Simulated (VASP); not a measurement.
A run of VASP 6.6.1:

File INCAR:

```
PREC = Accurate
ENCUT = 520
EDIFF = 1E-7
ISMEAR = 0
SIGMA = 0.15
LREAL = F
LASPH = T
NELM = 60
ALGO = Fast
ISIF = 2
LWAVE = F
LCHARG = T
GGA = PS
LELF = T
LVHAR = T
NBANDS = 20
```

KPOINTS

```
Automatic mesh
0
Gamma
  16 16 12
```

File POSCAR:

```
ZrIn
1.0
    3.1406491600      0.0000000000      0.0000000000
    0.0000000000      3.1406491600      0.0000000000
    0.0000000000      0.0000000000      4.4986417272
Zr In
1 1
Direct
    0.0000000000      0.0000000000      0.0000000000
    0.5000000000      0.5000000000      0.5000000000
```

Potentials or basis: VASP PAW PBE potentials, release 64 (Zr_sv, In_d).

The run is started by

```sh
$ cat potpaw_PBE.64/Zr_sv/POTCAR potpaw_PBE.64/In_d/POTCAR > POTCAR
$ mpirun -np 1 vasp_std > vasp.out
```

Hardware: 1 thread of Intel(R) Xeon(R) Platinum 8259CL CPU @ 2.50GHz (Skylake/Cascade Lake) (shared host).

Question: Estimate the wall time of this run.

Answer: Run time: 9.2 min on 1 thread of Intel(R) Xeon(R) Platinum 8259CL CPU @ 2.50GHz (Skylake/Cascade Lake), with other jobs on the host, peak memory 0.38 GiB. Counts: scf iterations 35, k points 315.
